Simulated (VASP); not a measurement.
The system is C.

```xyz
2
Lattice="2.0986 -1.2117 0.0000 2.0986 1.2117 0.0000 -1.3604 0.0000 3.4555" Properties=species:S:1:pos:R:3 pbc="T T T"
C    -0.6609    0.0000    3.4552
C     3.4976    0.0000    0.0003
```

This cell differs from its parent crystal: volume scaled by 0.96.

Base run:

```yaml
Program: VASP 6.6.1
Functional: PBE
Potentials_or_basis: VASP PAW PBE potentials, release 64 (C)
Cutoff: 520 eV
k_mesh: 13 × 13 × 8
Occupations: fermi-dirac, width 0.05 eV
Spin: no spin polarisation
```

Its results: band gap on the k mesh 0.94 eV, indirect (least direct gap 0.95 eV); pressure 16.4 GPa; largest force 0.004 eV/Å.

**Question.** The run is repeated on the same cell with these changes: functional from PBE to r2SCAN. What comes out?

**Answer.** Band gap on the k mesh 1.00 eV, indirect (least direct gap 1.02 eV); pressure 12.6 GPa; largest force 0.010 eV/Å.

Caveats: this functional lacks dispersion, which binds the layers, so the pressure and a relaxed spacing across them are unreliable (some runs); the PAW data sets were made with another functional, which shifts forces and pressure a little (some runs).

A k mesh can miss the band edges.
